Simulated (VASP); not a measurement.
# Re: single point with r2SCAN

Crystal: Re.

```xyz
1
Lattice="-1.3840 1.3840 1.9573 1.3840 -1.3840 1.9573 1.3840 1.3840 -1.9573" Properties=species:S:1:pos:R:3 pbc="T T T"
Re    0.0000    0.0000    0.0000
```

This isn't the form of Re at room conditions, which is hcp.

| Quantity | Value |
| --- | --- |
| Program | VASP 6.6.1 |
| Task | single point |
| Functional | r2SCAN |
| Potentials or basis | VASP PAW PBE potentials, release 64 (Re) |
| Cutoff | 520 eV |
| k mesh | 28 × 28 × 28 |
| Occupations | gaussian, width 0.1 eV |
| Spin | no spin polarisation |
| Dipole correction | no |
| Further INCAR settings | ALGO = Normal; EDIFF = 1e-07; NBANDS = 10 |

```
Pressure               : -6.4 GPa
Band gap on the k mesh : zero (an odd number of electrons rules out a gap without spin polarisation)
```

Levels at points of the mesh, in eV from the Fermi level:
| k point | band 1 | band 2 | band 3 | band 4 | band 5 | band 6 | band 7 | band 8 |
| --- | --- | --- | --- | --- | --- | --- | --- | --- |
| (0.00, 0.00, 0.00) | -10.53 | -1.99 | -1.99 | -1.99 | 1.32 | 1.32 | 14.47 | 20.47 |
| (0.50, 0.00, 0.00) | -7.11 | -2.15 | -2.15 | 0.05 | 3.82 | 3.82 | 10.17 | 13.97 |
| (0.50, 0.50, 0.00) | -6.97 | -6.15 | 2.72 | 3.83 | 4.52 | 4.52 | 12.71 | 12.71 |

Wall time 3.1 min on 1 thread of Intel(R) Xeon(R) 6975P-C (Granite Rapids) (shared host), peak memory 0.23 GiB.

Caveat: the cell stands under tension; the PAW data sets were made with another functional, which shifts forces and pressure a little; spin-orbit coupling is left out, which moves the levels of the heavy elements.
